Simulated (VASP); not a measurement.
C, 2 atoms in the cell. Symmetry: C2/m, No. 12, monoclinic system. Conventional cell: a = 4.255 Å, b = 2.457 Å, c = 3.765 Å, α = 90.00°, β = 111.49°, γ = 90.00°. Within 1.9 Å of C (site symmetry m) lie 3 C at 1.42 Å. 

```yaml
Program: VASP 6.6.1
Task: dielectric tensor
Functional: PBE
Potentials_or_basis: VASP PAW PBE potentials, release 64 (C)
Cutoff: 520 eV
k_mesh: 12 × 12 × 6
Occupations: gaussian, width 0.01 eV
Spin: no spin polarisation
Dipole_correction: no
Further_INCAR_settings: ALGO = Normal; EDIFF = 1e-08
```

Potentials or basis: VASP PAW PBE potentials, release 64 (C).

Launch:

```console
$ cat potpaw_PBE.64/C/POTCAR > POTCAR
$ mpirun -np 1 vasp_std > vasp.out
```

Hardware: 1 thread of AMD EPYC 7R43 64-Core Processor (Zen 3) (shared host).

Q: How long does it take, and how much memory?

A: It took 3.2 min on 1 thread of AMD EPYC 7R43 64-Core Processor (Zen 3), on a shared host, peak memory 0.17 GiB. Counts: scf iterations 100, k points 242.
